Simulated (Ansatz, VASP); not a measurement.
Two plane-wave programs on Li

File INCAR:

```
SYSTEM = Li
PREC = Accurate
ENCUT = 600
EDIFF = 1E-6
ISMEAR = 0
SIGMA = 0.1
LREAL = .False.
LASPH = .True.
NELM = 100
ALGO = Normal
ISIF = 3
LWAVE = .False.
LCHARG = .False.
GGA = PS
IBRION = 2
NSW = 80
EDIFFG = -0.01
```

Contents of KPOINTS:

```
regular mesh
0
Gamma
  18 18 18
  0 0 0
```

Contents of POSCAR:

```
Li
1.0
   -1.7154438369      1.7154438369      1.7154438369
    1.7154438369     -1.7154438369      1.7154438369
    1.7154438369      1.7154438369     -1.7154438369
Li
1
Direct
    0.0000000000      0.0000000000      0.0000000000
```

Input for Ansatz:

```yaml
crystal:
  lattice:
    - [-1.7154438369, 1.7154438369, 1.7154438369]
    - [1.7154438369, -1.7154438369, 1.7154438369]
    - [1.7154438369, 1.7154438369, -1.7154438369]
  atoms:
    - { symbol: Li, position: [0.0, 0.0, 0.0] }
basis:
  ecutwfc: 420
kpoints:
  mp_grid: { grid: [18, 18, 18] }
hamiltonian:
  xc: pbesol
scf:
  occupations: { method: gaussian, width: 0.1 }
output:
  forces: true
  stress: true
  eigenvalues: true
relax:
  adjacent_minimum: "off"
  f_tol: 0.01
  max_steps: 60
  cell: { stress_tol: 0.1 }
```

Alike in both runs: task relaxation of cell and atoms; functional PBEsol; k mesh 18 × 18 × 18; occupations gaussian, width 0.1 eV; no spin polarisation.

|  | VASP | Ansatz |
| --- | --- | --- |
| version | VASP 6.6.1 | Ansatz 0.2.0 |
| potentials or method | VASP PAW PBE potentials, release 64 (Li_sv), cutoff 600 eV | scalar-relativistic, plane waves, PAW |
| valence electrons in the cell | 3 | 3 |

```tsv
	VASP	Ansatz	Ansatz less VASP
gap on the k mesh at the Fermi level, each at its own relaxed structure (eV)	none	none	-
relaxed volume (Å³/atom)	20.16	20.19	+0.036
relaxed length of the cell vector where the two differ most in proportion (Å)	2.969	2.971	+0.0018
```

VASP's potentials were made for PBE, not for PBEsol. A gap of «none» marks a metal or a gap that the smearing closes.

Noted on VASP's run: the cutoff is under 1.25 times that of the potentials, so the pressure is a little rough.
